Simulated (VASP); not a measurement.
# FePt (Pm-3m) in VASP: notebook

The runs below take FePt through single point, relaxation of cell and atoms, with r2SCAN, PBE.

Everything below comes from runs of VASP 6.6.1. Logs are shortened: lines on timing, memory, paths and dates and some standing lists are left out, and cuts for length are marked.

## (1) The cell of the first run

Symmetry: Pm-3m, No. 221, cubic system. The conventional cell has a = 3.059 Å, b = 3.059 Å, c = 3.059 Å, α = 90.00°, β = 90.00°, γ = 90.00°. Fe (site symmetry m-3m) has 8 Pt at 2.65 Å and 6 Fe at 3.06 Å within 3.5 Å. Pt (site symmetry m-3m) has 8 Fe at 2.65 Å and 6 Pt at 3.06 Å within 3.5 Å.

## (2) Single point, r2SCAN

Contents of POSCAR:

```
FePt
1.0
    3.0592809269      0.0000000000      0.0000000000
    0.0000000000      3.0592809269      0.0000000000
    0.0000000000      0.0000000000      3.0592809269
Fe Pt
1 1
Direct
    0.0000000000      0.0000000000      0.0000000000
    0.5000000000      0.5000000000      0.5000000000
```

Contents of INCAR.step1:

```
SYSTEM = FePt
ALGO = Normal
EDIFF = 1E-4
ENCUT = 520
GGA = PE
ISMEAR = 0
LASPH = .True.
LCHARG = .False.
LREAL = .False.
LWAVE = .True.
NBANDS = 16
NELM = 60
PREC = Accurate
SIGMA = 0.1
```

Contents of INCAR.step2:

```
SYSTEM = FePt
ALGO = Normal
EDIFF = 1E-6
ENCUT = 520
ISIF = 2
ISMEAR = 0
ISTART = 1
LASPH = .True.
LCHARG = .True.
LELF = .True.
LMIXTAU = .True.
LREAL = .False.
LVHAR = .True.
LWAVE = .False.
METAGGA = R2SCAN
NBANDS = 16
NELM = 60
PREC = Accurate
SIGMA = 0.1
```

Contents of KPOINTS:

```
k-points
0
Gamma
  14 14 14
  0 0 0
```

Potentials or basis: VASP PAW PBE potentials, release 64 (Fe, Pt).

Launch:

```sh
$ cat potpaw_PBE.64/Fe/POTCAR potpaw_PBE.64/Pt/POTCAR > POTCAR
$ cp INCAR.step1 INCAR
$ mpirun -np 1 vasp_std > vasp.out
$ cp INCAR.step2 INCAR
$ mpirun -np 1 vasp_std > vasp.out
```

OUTCAR:

```text
SYSTEM = FePt
   EDIFF = 1E-6
   ENCUT = 520
   ISIF = 2
   ISMEAR = 0
   ISTART = 1
   LASPH = .True.
   LREAL = .False.
   METAGGA = R2SCAN
   NELM = 60
   PREC = Accurate

 ion  position               nearest neighbor table
   1  0.000  0.000  0.000-   2 2.65   2 2.65   2 2.65   2 2.65   2 2.65   2 2.65   2 2.65   2 2.65

   2  0.500  0.500  0.500-   1 2.65   1 2.65   1 2.65   1 2.65   1 2.65   1 2.65   1 2.65   1 2.65

  LATTYP: Found a simple cubic cell.
 ALAT       =     3.0592809269

  Lattice vectors:

 A1 = (   3.0592809269,   0.0000000000,   0.0000000000)
 A2 = (   0.0000000000,   3.0592809269,   0.0000000000)
 A3 = (   0.0000000000,   0.0000000000,   3.0592809269)

Analysis of symmetry for initial positions (statically):
=====================================================================
 Subroutine PRICEL returns:
 Original cell was already a primitive cell.

 Routine SETGRP: Setting up the symmetry group for a
 simple cubic supercell.

 Subroutine GETGRP returns: Found 48 space group operations
 (whereof 48 operations were pure point group operations)
 out of a pool of 48 trial point group operations.

The static configuration has the point symmetry O_h .

Analysis of symmetry for dynamics (positions and initial velocities):
=====================================================================
 Subroutine PRICEL returns:
 Original cell was already a primitive cell.

 Routine SETGRP: Setting up the symmetry group for a
 simple cubic supercell.

 Subroutine GETGRP returns: Found 48 space group operations
 (whereof 48 operations were pure point group operations)
 out of a pool of 48 trial point group operations.

The dynamic configuration has the point symmetry O_h .

 Subroutine INISYM returns: Found 48 space group operations
 (whereof 48 operations are pure point group operations),
 and found     1 'primitive' translations

----------------------------------------------------------------------------------------

                                     Primitive cell

  volume of cell :      28.6324

  direct lattice vectors                    reciprocal lattice vectors
     3.059280927  0.000000000  0.000000000     0.326874198  0.000000000  0.000000000
     0.000000000  3.059280927  0.000000000     0.000000000  0.326874198  0.000000000
     0.000000000  0.000000000  3.059280927     0.000000000  0.000000000  0.326874198

  length of vectors
     3.059280927  3.059280927  3.059280927     0.326874198  0.326874198  0.326874198

  position of ions in fractional coordinates (direct lattice)
     0.000000000  0.000000000  0.000000000
     0.500000000  0.500000000  0.500000000

  ion indices of the primitive-cell ions
   primitive index   ion index
                 1           1
                 2           2

----------------------------------------------------------------------------------------

 KPOINTS: k-points

Automatic generation of k-mesh.
 Grid dimensions read from file:
 generate k-points for:   14   14   14

 Generating k-lattice:

  Cartesian coordinates                     Fractional coordinates (reciprocal lattice)
     0.023348157  0.000000000  0.000000000     0.071428571  0.000000000  0.000000000
     0.000000000  0.023348157  0.000000000     0.000000000  0.071428571  0.000000000
     0.000000000  0.000000000  0.023348157     0.000000000  0.000000000  0.071428571

  Length of vectors
     0.023348157  0.023348157  0.023348157

  Shift w.r.t. Gamma in fractional coordinates (k-lattice)
     0.000000000  0.000000000  0.000000000

 Subroutine IBZKPT returns following result:
 ===========================================

 Found    120 irreducible k-points:

 Following reciprocal coordinates:
            Coordinates               Weight
  0.000000  0.000000  0.000000      1.000000
  0.071429  0.000000  0.000000      6.000000
  0.142857  0.000000  0.000000      6.000000
  0.214286  0.000000  0.000000      6.000000
  0.285714  0.000000  0.000000      6.000000
  0.357143  0.000000  0.000000      6.000000
[... 16 lines left out ...]
  0.285714  0.214286  0.000000     24.000000
  0.357143  0.214286  0.000000     24.000000
 [... further k-points ...]
   k-points           NKPTS =    120   k-points in BZ     NKDIM =    120   number of bands    NBANDS=     16
   number of dos      NEDOS =    301   number of ions     NIONS =      2
   total plane-waves  NPLWV =  13824
   dimension x,y,z NGX =    24 NGY =   24 NGZ =   24
   dimension x,y,z NGXF=    48 NGYF=   48 NGZF=   48
   ions per type =               1   1
   NGX,Y,Z   is equivalent  to a cutoff of  13.04, 13.04, 13.04 a.u.
   NGXF,Y,Z  is equivalent  to a cutoff of  26.08, 26.08, 26.08 a.u.
 SYSTEM =  FePt
   PREC   = accura    normal or accurate (medium, high low for compatibility)
   ISTART =      1    job   : 0-new  1-cont  2-samecut
   ICHARG =      0    charge: 1-file 2-atom 10-const
   ISPIN  =      1    spin polarized calculation?
   LNONCOLLINEAR =      F non collinear calculations
   LSORBIT =      F    spin-orbit coupling
   LASPH  =      T    aspherical Exc in radial PAW
   ENCUT  =  520.0 eV  38.22 Ry    6.18 a.u.   5.69  5.69  5.69*2*pi/ulx,y,z
   NELM   =     60;   NELMIN=  2; NELMDL=  0     # of ELM steps
   EDIFF  = 0.1E-05   stopping-criterion for ELM
   LREAL  =      F    real-space projection
   EDIFFG = 0.1E-04   stopping-criterion for IOM
   NSW    =      0    number of steps for IOM
   IBRION =     -1    ionic relax: 0-MD 1-quasi-New 2-CG
   NFREE  =      0    steps in history (QN), initial steepest desc. (CG)
   ISIF   =      2    stress and relaxation
   ISYM   =      2    0-nonsym 1-usesym 2-fastsym
   POTIM  = 0.5000    time-step for ionic-motion
   TEBEG  =    0.0;   TEEND  =   0.0 temperature during run
   PSTRESS=    0.0 pullay stress
   NELECT =      18.0000    total number of electrons
   NUPDOWN=      -1.0000    fix difference up-down
   EMIN   =  10.00;   EMAX   =-10.00  energy-range for DOS
   EFERMI =   0.00;   METHOD = LEGACY
   ISMEAR =     0;   SIGMA  =   0.10  broadening in eV -4-tet -1-fermi 0-gaus
   EFERMI_NEDOS =   21; number of points for ismear=-14 and -15
   IALGO  =     38    algorithm
   IMIX   =      4    mixing-type and parameters
     AMIX     =   0.40;   BMIX     =  1.00
     AMIX_MAG =   1.60;   BMIX_MAG =  1.00
  volume/ion in A,a.u.               =      14.32        96.61
  Fermi-wavevector in a.u.,A,eV,Ry     =   1.402425  2.650199 26.759882  1.966796
  Thomas-Fermi vector in A             =   2.525188
   LORBIT       =      0    0 simple, 1 ext, 2 COOP (PROOUT), +10 PAW based schemes
   METAGGA = R2SCAN    functional components
   LHFCALC =     F    Hartree Fock is set to
   AEXX    =    0.0000 exact exchange contribution
   IVDW    =     0    specifies the selected vdW correction
   LEPSILON=     F    determine dielectric tensor
   LRPA    =     F    only Hartree local field effects (RPA)
 non-spin polarized calculation
 Gauss-broadening in eV      SIGMA  =   0.10
  energy-cutoff  :      520.00
  volume of cell :       28.63
 maximum number of plane-waves:       804
 NGX is ok and might be reduce to    24
   NGX = 11   NGY = 11   NGZ = 11

 number of electron      17.9999990 magnetization

 Free energy of the ion-electron system (eV)
  ---------------------------------------------------
  ext. energy  EPLUGINS =         0.00000000
  ---------------------------------------------------
  free energy    TOTEN  =       -64.29678025 eV

  energy without entropy =      -64.27015869  energy(sigma->0) =      -64.28346947

 E-fermi :   7.6407     XC(G=0): -13.9413

 val. band max:        7.6402623974   @ k =   0.4286   0.3571   0.0714
 cond. band min:       7.6421865444   @ k =   0.1429   0.1429   0.0000
 fundamental gap:      0.0019241470
 Fermi energy:         7.6406536066

 k-point     1 :       0.0000    0.0000    0.0000
  band No.  band energies     occupation
      1      -1.5482      2.00000
      2       2.1581      2.00000
      3       2.1581      2.00000
      4       5.0839      2.00000
      5       5.0839      2.00000
      6       5.0839      2.00000
[... 8 lines left out ...]
     15      24.0069      0.00000
     16      24.7459      0.00000

 k-point     2 :       0.0714    0.0000    0.0000
  band No.  band energies     occupation
      1      -1.4427      2.00000
      2       2.1995      2.00000
      3       2.2224      2.00000
      4       5.0647      2.00000
      5       5.0647      2.00000
      6       5.1156      2.00000
[... 8 lines left out ...]
     15      24.2332      0.00000
     16      24.5499      0.00000

 k-point     3 :       0.1429    0.0000    0.0000
  band No.  band energies     occupation
      1      -1.1340      2.00000
      2       2.3208      2.00000
      3       2.4071      2.00000
      4       5.0106      2.00000
      5       5.0106      2.00000
      6       5.2084      2.00000
[... 8 lines left out ...]
     15      24.0766      0.00000
     16      24.2268      0.00000

 k-point     4 :       0.2143    0.0000    0.0000
  band No.  band energies     occupation
      1      -0.6468      2.00000
      2       2.5116      2.00000
      3       2.6862      2.00000
      4       4.9318      2.00000
      5       4.9318      2.00000
      6       5.3559      2.00000
[... 8 lines left out ...]
     15      23.5195      0.00000
     16      24.0932      0.00000
[... 324 lines left out ...]
 k-point    22 :       0.2143    0.2143    0.0000
  band No.  band energies     occupation
      1       0.1696      2.00000
      2       2.7701      2.00000
      3       3.2104      2.00000
      4       4.5330      2.00000
      5       4.5830      2.00000
      6       5.3845      2.00000
[... 8 lines left out ...]
     15      22.8101      0.00000
     16      25.9828      0.00000

 k-point    23 :       0.2857    0.2143    0.0000
  band No.  band energies     occupation
      1       0.6973      2.00000
      2       2.8458      2.00000
      3       3.5522      2.00000
      4       4.4019      2.00000
      5       4.5344      2.00000
      6       5.1851      2.00000
[... 8 lines left out ...]
     15      22.0406      0.00000
     16      24.9944      0.00000

 k-point    24 :       0.3571    0.2143    0.0000
  band No.  band energies     occupation
      1       1.2372      2.00000
      2       2.8292      2.00000
      3       3.7535      2.00000
      4       4.3110      2.00000
      5       4.8080      2.00000
      6       4.9591      2.00000
[... 8 lines left out ...]
     15      21.8813      0.00000
     16      24.0702      0.00000

 [... further k-points ...]
[... 5 lines left out ...]
  --------------------------------------------------------------------------------------
  -------------------------------------------------------------------------------------
  Total       -3.6377852     -3.6377852     -3.6377852     -0.0000000     -0.0000000      0.0000000
  in kB     -203.5586466   -203.5586466   -203.5586466     -0.0000000     -0.0000000      0.0000000
  external PRESSURE =    -203.5586466 kB  Pullay stress =       0.0000000 kB

 VOLUME and BASIS-vectors are now :
 -----------------------------------------------------------------------------
  energy-cutoff  :      520.00
  volume of cell :       28.63
      direct lattice vectors                 reciprocal lattice vectors
     3.059280927  0.000000000  0.000000000     0.326874198  0.000000000  0.000000000
     0.000000000  3.059280927  0.000000000     0.000000000  0.326874198  0.000000000
     0.000000000  0.000000000  3.059280927     0.000000000  0.000000000  0.326874198

 POSITION                                       TOTAL-FORCE (eV/Angst)
 -----------------------------------------------------------------------------------
      0.00000      0.00000      0.00000         0.000000      0.000000      0.000000
      1.52964      1.52964      1.52964         0.000000      0.000000      0.000000
 -----------------------------------------------------------------------------------
    total drift:                                0.000000     -0.000000     -0.000000

  FREE ENERGIE OF THE ION-ELECTRON SYSTEM (eV)
  ---------------------------------------------------
  free  energy   TOTEN  =       -64.2967802540 eV

  energy  without entropy=      -64.2701586912  energy(sigma->0) =      -64.28346947
```

Run time: 52 s. Hardware: 1 thread of Intel Xeon 6975P-C (Granite Rapids), shared host; peak memory 0.19 GiB.

Results:

```yaml
Free_energy: -64.2968 eV
Pressure: -20.4 GPa
Band_gap_on_the_k_mesh: zero (band 9 reaches 8.45 eV, above the bottom of band 10 at 7.36 eV)
```

Caveat: the PAW data sets were made with another functional, which shifts forces and pressure a little; spin-orbit coupling is left out, which moves the levels of the heavy elements.

## (3) Relaxation of cell and atoms, PBE, collinear spin, ferromagnetic start

This run uses another cell than the first one, of 13.43 Å³/atom, 0.938 times its volume.

Contents of INCAR:

```
SYSTEM = FePt
PREC = Accurate ; ENCUT = 600
EDIFF = 1E-6 ; ISMEAR = 0
SIGMA = 0.1 ; LREAL = .False.
LASPH = .True. ; NELM = 150
ALGO = Normal ; ISIF = 3
LWAVE = .False. ; LCHARG = .False.
ISPIN = 2 ; MAGMOM = 3.33 0.42
LORBIT = 11 ; LMAXMIX = 4
GGA = PE ; IBRION = 2
NSW = 100 ; EDIFFG = -0.05
```

Contents of KPOINTS:

```
regular mesh
0
Gamma
  6 6 6
  0 0 0
```

Contents of POSCAR:

```
FePt
1.0
    2.9950859254      0.0000000000      0.0000000000
    0.0000000000      2.9950859254      0.0000000000
    0.0000000000      0.0000000000      2.9950859254
Fe Pt
1 1
Direct
    0.0000000000      0.0000000000      0.0000000000
    0.5000000000      0.5000000000      0.5000000000
```

Potentials or basis: VASP PAW PBE potentials, release 64 (Fe, Pt).

Launch:

```sh
$ cat potpaw_PBE.64/Fe/POTCAR potpaw_PBE.64/Pt/POTCAR > POTCAR
$ mpirun -np 1 vasp_std > vasp.out
```

Wall time 23 s (1 thread of Intel Xeon 6975P-C (Granite Rapids), shared host); peak memory 0.16 GiB.

Results (log left out):

* Free energy: -14.4488 eV
* Relaxed volume: 14.34 Å³/atom
* Relaxed cell: a = 3.061 Å, b = 3.061 Å, c = 3.061 Å, α = 90.00°, β = 90.00°, γ = 90.00°
* Space group after relaxing (to 0.05 Å): Pm-3m (No. 221)
* Energy gained by relaxing: 35.4 meV/atom
* Ionic steps: 3
* Pressure after relaxing: -0.3 GPa
* Net moment: 3.52 μB per cell
* Site moments: Fe +3.12; Pt +0.34 μB
* Valence electrons inside the program's atomic spheres: Fe 6.93; Pt 9.32

The path:
```csv
step,energy change (eV),largest force (eV/Å),pressure (GPa),volume (Å³)
1,0.0000,0.0000,13.91,26.87
2,0.0813,0.0000,-14.62,31.66
3,-0.0707,0.0000,-0.31,28.68
```

Final structure:
```xyz
2
Lattice="3.0610 0.0000 0.0000 0.0000 3.0610 0.0000 0.0000 0.0000 3.0610" Properties=species:S:1:pos:R:3 pbc="T T T"
Fe    0.0000    0.0000    0.0000
Pt    1.5305    1.5305    1.5305
```

Levels at points of the mesh, in eV from the Fermi level:
Spin up:
```csv
k point,band 7,band 8,band 9,band 10,band 11,band 12,band 13,band 14,band 15
"(0.00, 0.00, 0.00)",-2.12,-2.12,-0.72,-0.72,-0.72,7.52,7.52,7.52,14.47
"(0.50, 0.00, 0.00)",-2.96,-2.96,-2.49,-1.92,-1.46,-0.07,13.04,14.14,14.14
"(0.50, 0.50, 0.00)",-1.84,-0.92,-0.51,-0.51,-0.33,-0.33,4.24,7.30,14.44
"(0.50, 0.50, 0.50)",-2.36,-2.36,-0.84,-0.84,5.99,6.29,6.62,6.62,6.62
```
Spin down:
| k point | band 5 | band 6 | band 7 | band 8 | band 9 | band 10 |
| --- | --- | --- | --- | --- | --- | --- |
| (0.00, 0.00, 0.00) | -2.41 | -2.41 | 0.58 | 0.58 | 1.28 | 1.28 |
| (0.50, 0.00, 0.00) | -2.96 | -1.64 | -0.82 | -0.36 | -0.36 | 0.18 |
| (0.50, 0.50, 0.00) | -0.65 | -0.39 | -0.11 | -0.11 | 0.78 | 1.28 |
| (0.50, 0.50, 0.50) | -1.75 | -1.75 | -0.57 | -0.57 | 1.32 | 1.32 |

Caveat: spin-orbit coupling is left out, which moves the levels of the heavy elements.

[end of part 1 of 3]
